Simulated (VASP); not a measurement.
# C (I4/mmm) in VASP: a series of runs, part 2 of 2

VASP 6.6.1.

**3. Single point, r2SCAN (strain +0.000 along x and y, -0.015 along z)**

File POSCAR:

```
C
1.0
   -2.4291088834      2.4291088834      2.3926722501
    2.4291088834     -2.4291088834      2.3926722501
    2.4291088834      2.4291088834     -2.3926722501
C
8
Direct
    0.3254551632      0.0000000000      0.0000000000
    0.6745448368      0.6745448368      0.6745448368
    0.0000000000      0.3254551632      0.0000000000
    0.0000000000      0.0000000000      0.3254551632
    0.0000000000      0.6745448368      0.0000000000
    0.3254551632      0.3254551632      0.3254551632
    0.6745448368      0.0000000000      0.0000000000
    0.0000000000      0.0000000000      0.6745448368
```

File INCAR.step1:

```
PREC     = Accurate       # precision mode
ENCUT    = 520            # plane-wave cutoff, eV
ISMEAR   = 0              # smearing method
SIGMA    = 0.05           # smearing width, eV
LREAL    = False          # projectors in reciprocal space
LASPH    = True           # aspherical terms in the spheres
NELM     = 100            # most SCF steps
NBANDS   = 26             # bands
GGA      = PE             # functional
ALGO     = Normal         # electronic algorithm
EDIFF    = 1E-4           # SCF threshold, eV
LWAVE    = True           # write WAVECAR
LCHARG   = False          # write CHGCAR
```

File INCAR.step2:

```
PREC     = Accurate       # precision mode
ENCUT    = 520            # plane-wave cutoff, eV
EDIFF    = 1E-6           # SCF threshold, eV
ISMEAR   = 0              # smearing method
SIGMA    = 0.05           # smearing width, eV
LREAL    = False          # projectors in reciprocal space
LASPH    = True           # aspherical terms in the spheres
NELM     = 100            # most SCF steps
ALGO     = Normal         # electronic algorithm
ISIF     = 2              # what is computed and relaxed
LWAVE    = False          # write WAVECAR
LCHARG   = True           # write CHGCAR
METAGGA  = R2SCAN         # meta-GGA
LMIXTAU  = True         
LELF     = True           # ELF
LVHAR    = True         
NBANDS   = 26             # bands
ISTART   = 1
```

File KPOINTS:

```
Automatic mesh
0
Gamma
  8 8 8
```

Potentials or basis: VASP PAW PBE potentials, release 64 (C).

The run is started by

```console
cat potpaw_PBE.64/C/POTCAR > POTCAR
cp INCAR.step1 INCAR
mpirun -np 1 vasp_std > vasp.out
cp INCAR.step2 INCAR
mpirun -np 1 vasp_std > vasp.out
```

OUTCAR:

```text
PREC = Accurate
   ENCUT = 520
   EDIFF = 1E-6
   ISMEAR = 0
   LREAL = False
   LASPH = True
   NELM = 100
   ISIF = 2
   METAGGA = R2SCAN
   ISTART = 1

 ion  position               nearest neighbor table
   1  0.325  0.000  0.000-   7 1.46   5 1.56   6 1.58   8 1.58
   2  0.675  0.675  0.675-   6 1.46   8 1.56   7 1.58   5 1.58
   3  0.000  0.325  0.000-   5 1.46   7 1.56   6 1.58   8 1.58
   4  0.000  0.000  0.325-   8 1.46   6 1.56   7 1.58   5 1.58
   5  0.000  0.675  0.000-   3 1.46   1 1.56   2 1.58   4 1.58
   6  0.325  0.325  0.325-   2 1.46   4 1.56   3 1.58   1 1.58
   7  0.675  0.000  0.000-   1 1.46   3 1.56   2 1.58   4 1.58
   8  0.000  0.000  0.675-   4 1.46   2 1.56   3 1.58   1 1.58

  LATTYP: Found a body centered tetragonal cell.
 ALAT       =     4.8582177668
 C/A-ratio  =     0.9850000000

  Lattice vectors:

 A1 = (  -2.4291088834,   2.4291088834,   2.3926722501)
 A2 = (   2.4291088834,  -2.4291088834,   2.3926722501)
 A3 = (   2.4291088834,   2.4291088834,  -2.3926722501)

Analysis of symmetry for initial positions (statically):
=====================================================================
 Subroutine PRICEL returns:
 Original cell was already a primitive cell.

 Routine SETGRP: Setting up the symmetry group for a
 body centered tetragonal supercell.

 Subroutine GETGRP returns: Found 16 space group operations
 (whereof 16 operations were pure point group operations)
 out of a pool of 16 trial point group operations.

The static configuration has the point symmetry D_4h.

Analysis of symmetry for dynamics (positions and initial velocities):
=====================================================================
 Subroutine PRICEL returns:
 Original cell was already a primitive cell.

[... 140 lines left out ...]
  volume/ion in A,a.u.               =       7.06        47.64
  Fermi-wavevector in a.u.,A,eV,Ry     =   1.354708  2.560027 24.969880  1.835234
  Thomas-Fermi vector in A             =   2.481857
   LORBIT       =      0    0 simple, 1 ext, 2 COOP (PROOUT), +10 PAW based schemes
   METAGGA = R2SCAN    functional components
   LHFCALC =     F    Hartree Fock is set to
   AEXX    =    0.0000 exact exchange contribution
   IVDW    =     0    specifies the selected vdW correction
   LEPSILON=     F    determine dielectric tensor
   LRPA    =     F    only Hartree local field effects (RPA)
 non-spin polarized calculation
 Gauss-broadening in eV      SIGMA  =   0.05
  energy-cutoff  :      520.00
  volume of cell :       56.47
 maximum number of plane-waves:      1536
   NGX = 15   NGY = 15   NGZ = 15

 number of electron      32.0000003 magnetization

 Free energy of the ion-electron system (eV)
  ---------------------------------------------------
  ext. energy  EPLUGINS =         0.00000000
  ---------------------------------------------------
  free energy    TOTEN  =       -72.97588745 eV

  energy without entropy =      -72.97588745  energy(sigma->0) =      -72.97588745

 E-fermi :   7.1942     XC(G=0): -12.5333

 val. band max:        6.9180632973   @ k =   0.5000   0.5000   0.5000
 cond. band min:       9.9656304532   @ k =   0.1250   0.1250   0.1250
 fundamental gap:      3.0475671559
 Fermi energy:         7.1941611885

 k-point     1 :       0.0000    0.0000    0.0000
  band No.  band energies     occupation
      1     -15.4807      2.00000
      2      -7.0044      2.00000
      3      -7.0044      2.00000
      4      -6.6957      2.00000
      5      -6.1256      2.00000
      6      -5.8969      2.00000
[... 685 lines left out ...]
     25      19.2337      0.00000
     26      19.5690      0.00000

 [... further k-points ...]

------------------------ aborting loop because EDIFF is reached ----------------------------------------

  FORCE on cell =-STRESS in cart. coord.  units (eV):
  Direction    XX          YY          ZZ          XY          YZ          ZX
  --------------------------------------------------------------------------------------
  -------------------------------------------------------------------------------------
  Total        1.0621312      1.0621312      4.3164478      0.0000000     -0.0000000      0.0000000
  in kB       30.1336377     30.1336377    122.4615943      0.0000000     -0.0000000      0.0000000
  external PRESSURE =      60.9096232 kB  Pullay stress =       0.0000000 kB

 VOLUME and BASIS-vectors are now :
 -----------------------------------------------------------------------------
  energy-cutoff  :      520.00
  volume of cell :       56.47
      direct lattice vectors                 reciprocal lattice vectors
    -2.429108883  2.429108883  2.392672250     0.000000000  0.205836800  0.208971371
     2.429108883 -2.429108883  2.392672250     0.205836800  0.000000000  0.208971371
     2.429108883  2.429108883 -2.392672250     0.205836800  0.205836800  0.000000000

 POSITION                                       TOTAL-FORCE (eV/Angst)
 -----------------------------------------------------------------------------------
     -0.79057      0.79057      0.77871         0.049132     -0.049132      0.348365
      1.63854      1.63854      1.61396         0.049132      0.049132     -0.348365
      0.79057     -0.79057      0.77871        -0.049132      0.049132      0.348365
      0.79057      0.79057     -0.77871        -0.049132     -0.049132     -0.348365
      1.63854     -1.63854      1.61396         0.049132     -0.049132     -0.348365
      0.79057      0.79057      0.77871        -0.049132     -0.049132      0.348365
     -1.63854      1.63854      1.61396        -0.049132      0.049132     -0.348365
      1.63854      1.63854     -1.61396         0.049132      0.049132      0.348365
 -----------------------------------------------------------------------------------
    total drift:                               -0.000000     -0.000000      0.000000

  FREE ENERGIE OF THE ION-ELECTRON SYSTEM (eV)
  ---------------------------------------------------
  free  energy   TOTEN  =       -72.9758874489 eV

  energy  without entropy=      -72.9758874489  energy(sigma->0) =      -72.97588745
```

OSZICAR.step1:

```text
N       E                     dE             d eps       ncg     rms          rms(c)
DAV:   1     0.898818211771E+02    0.89882E+02   -0.16430E+04  3068   0.117E+03
DAV:   2    -0.643482441137E+02   -0.15423E+03   -0.14122E+03  4044   0.240E+02
DAV:   3    -0.711200459271E+02   -0.67718E+01   -0.67011E+01  4148   0.455E+01
DAV:   4    -0.712066757976E+02   -0.86630E-01   -0.86501E-01  4024   0.568E+00
DAV:   5    -0.712087588486E+02   -0.20831E-02   -0.20819E-02  4126   0.829E-01    0.113E+01
DAV:   6    -0.684683974384E+02    0.27404E+01   -0.22822E+00  3758   0.781E+00    0.652E+00
DAV:   7    -0.676520811809E+02    0.81632E+00   -0.20300E+00  3900   0.750E+00    0.192E+00
DAV:   8    -0.676646269618E+02   -0.12546E-01   -0.12006E-01  3826   0.203E+00    0.482E-01
DAV:   9    -0.676677233653E+02   -0.30964E-02   -0.10130E-02  3886   0.582E-01    0.144E-01
DAV:  10    -0.676681284382E+02   -0.40507E-03   -0.14557E-03  4044   0.219E-01    0.422E-02
DAV:  11    -0.676681663849E+02   -0.37947E-04   -0.51715E-05  2924   0.473E-02
   1 F= -.67668166E+02 E0= -.67668166E+02  d E =-.136465E-12
```

Run time: 2.3 min. Hardware: 1 thread of Intel Xeon Platinum 8488C (Sapphire Rapids), shared host; peak memory 0.2 GiB.

Results:

- Free energy: -72.9759 eV
- Pressure: 6.1 GPa
- Largest force: 0.355 eV/Å
- Band gap on the k mesh: 3.05 eV (least direct gap 3.98 eV)

Forces in eV/Å, atoms in the order of the input:
```
C    0.049 -0.049  0.348
C    0.049  0.049 -0.348
C   -0.049  0.049  0.348
C   -0.049 -0.049 -0.348
C    0.049 -0.049 -0.348
C   -0.049 -0.049  0.348
C   -0.049  0.049 -0.348
C    0.049  0.049  0.348
```

Levels at points of the mesh, in eV from the valence-band top:
```
           k point  band 13  band 14  band 15  band 16  band 17  band 18  band 19  band 20
(0.00, 0.00, 0.00)    -5.65    -0.63    -0.40    -0.40     3.90     3.90     4.56     8.37
(0.50, 0.00, 0.00)    -3.50    -3.45    -2.55    -2.41     4.07     5.44     6.20     6.45
(0.50, 0.50, 0.00)    -3.70    -3.28    -2.72    -2.33     3.97     6.00     6.02     6.95
(0.50, 0.50, 0.50)    -6.68    -0.21    -0.21     0.00     3.98     5.86     6.21     6.21
```

Caveat: the cell differs from its parent crystal (strain +0.000 along x and y, -0.015 along z); the stress differs along the axes, from 3 to 12 GPa; the PAW data sets were made with another functional, which shifts forces and pressure a little.
